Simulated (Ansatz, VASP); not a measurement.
Si11O24 in VASP and in Ansatz

```
Si O
1.0
     8.93924    0.00000    0.00000
     0.00000    8.93924    0.00000
     0.00000    0.00000    8.93924
Si O
11 24
Direct
  0.24939 0.50014 0.99897
  0.50535 0.99275 0.26789
  0.00371 0.50515 0.25567
  0.49498 0.24339 0.00396
  0.99354 0.23118 0.49151
  0.74939 0.00013 0.49901
  0.74939 0.50017 0.99883
  0.00386 0.49512 0.74213
  0.50515 0.00756 0.72998
  0.99354 0.76910 0.50631
  0.49502 0.75692 0.99391
  0.14810 0.47575 0.85034
  0.09574 0.07267 0.54471
  0.09567 0.92758 0.45289
  0.40313 0.04608 0.42636
  0.14801 0.52458 0.14754
  0.46930 0.14565 0.84842
  0.02932 0.34960 0.35339
  0.83533 0.15351 0.44925
  0.46946 0.85466 0.14947
  0.50444 0.14109 0.15854
  0.35068 0.35150 0.02344
  0.85311 0.49296 0.15084
  0.66346 0.95031 0.34564
  0.64571 0.65220 0.00598
  0.64558 0.34822 0.99164
  0.85317 0.50731 0.84686
  0.66333 0.04993 0.65229
  0.99433 0.65972 0.35799
  0.50420 0.85923 0.83933
  0.35078 0.64870 0.97461
  0.99460 0.34052 0.63983
  0.02950 0.65066 0.64438
  0.83544 0.84685 0.54886
  0.40302 0.95428 0.57146
```

Alike in both runs: functional PBE; k mesh 2 × 2 × 2; occupations fermi-dirac, width 0.05 eV; no spin polarisation.

Ansatz relaxed the structure, and its values are those at the end. VASP's run is a single point on that final structure, the one shown.

```csv
,VASP,Ansatz
version,VASP 6.6.1,Ansatz 0.2.0
potentials or method,"VASP PAW PBE potentials, release 64 (Si, O), cutoff 520 eV","scalar-relativistic, plane waves, PAW"
valence electrons in the cell,188,188
```

Ansatz gave:

```
gap on the k mesh at the Fermi level (eV) : 3.00
rms of the force components (eV/Å)        : 0.002
```

Q: What did VASP give for the same quantities?

A: gap on the k mesh at the Fermi level (eV): 2.97; rms of the force components (eV/Å): 0.020.

Ansatz's warnings: xc potential rough in thin density.
